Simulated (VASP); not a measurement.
Wanted: the native input for a VASP 6.6.1 run.

```yaml
Task: single point
Functional: PBE-based screened hybrid with 15 % exact exchange
Potentials_or_basis: VASP PAW PBE potentials, release 64 (K_sv, I)
Cutoff: 520 eV
k_mesh: 4 × 4 × 4
Occupations: gaussian, width 0.01 eV
Spin: no spin polarisation
Dipole_correction: no
Grid_for_exact_exchange_PRECFOCK: Normal
Share_of_exact_exchange: 0.15
Further_INCAR_settings: ALGO = Normal; EDIFF = 1e-07; NBANDS = 15
Screening_parameter: 0.3 1/Å
```

KI:

```
CELL_PARAMETERS angstrom
0.00000 3.96589 3.96589
3.96589 0.00000 3.96589
3.96589 3.96589 0.00000
ATOMIC_POSITIONS crystal
K 0.00000 0.00000 0.00000
I 0.25000 0.25000 0.25000
```

One way to write it, as run:

POSCAR

```
KI
1.0
    0.0000000000      3.9658942823      3.9658942823
    3.9658942823      0.0000000000      3.9658942823
    3.9658942823      3.9658942823      0.0000000000
K I
1 1
Direct
    0.0000000000      0.0000000000      0.0000000000
    0.2500000000      0.2500000000      0.2500000000
```

INCAR.step1

```
SYSTEM = KI
PREC     = Accurate       ! precision mode
ENCUT    = 520            ! plane-wave cutoff, eV
EDIFF    = 1E-5           ! SCF threshold, eV
ISMEAR   = 0              ! smearing method
SIGMA    = 0.01           ! smearing width, eV
LREAL    = .FALSE.        ! projectors in reciprocal space
LASPH    = .TRUE.         ! aspherical terms in the spheres
NELM     = 100            ! most SCF steps
ALGO     = Normal         ! electronic algorithm
ISIF     = 2              ! what is computed and relaxed
LWAVE    = .TRUE.         ! write WAVECAR
LCHARG   = .FALSE.        ! write CHGCAR
NBANDS   = 15             ! bands
GGA      = PE             ! functional
```

INCAR.step2

```
SYSTEM = KI
PREC     = Accurate       ! precision mode
ENCUT    = 520            ! plane-wave cutoff, eV
EDIFF    = 1E-7           ! SCF threshold, eV
ISMEAR   = 0              ! smearing method
SIGMA    = 0.01           ! smearing width, eV
LREAL    = .FALSE.        ! projectors in reciprocal space
LASPH    = .TRUE.         ! aspherical terms in the spheres
NELM     = 100            ! most SCF steps
ALGO     = Normal         ! electronic algorithm
ISIF     = 2              ! what is computed and relaxed
LWAVE    = .FALSE.        ! write WAVECAR
LCHARG   = .FALSE.        ! write CHGCAR
GGA      = PE             ! functional
LHFCALC  = .TRUE.         ! exact exchange
AEXX     = 0.15           ! exact-exchange fraction
HFSCREEN = 0.3            ! screening, 1/A
PRECFOCK = Normal       
NBANDS   = 15             ! bands
ISTART   = 1
```

KPOINTS

```
regular mesh
0
G
  4 4 4
  0 0 0
```

Potentials or basis: VASP PAW PBE potentials, release 64 (K_sv, I).

Run with:

```bash
$ cat potpaw_PBE.64/K_sv/POTCAR potpaw_PBE.64/I/POTCAR > POTCAR
$ cp INCAR.step1 INCAR
$ mpirun -np 1 vasp_std > vasp.out
$ cp INCAR.step2 INCAR
$ mpirun -np 1 vasp_std > vasp.out
```

It gave:

```
Pressure               : 0.1 GPa
Band gap on the k mesh : 4.37 eV
```

Caveat: the PAW data sets were made with another functional, which shifts forces and pressure a little; spin-orbit coupling is left out, which moves the levels of the heavy elements.

It took 8.1 min on 1 thread of Intel(R) Xeon(R) 6975P-C (Granite Rapids), on a shared host, peak memory 0.38 GiB.
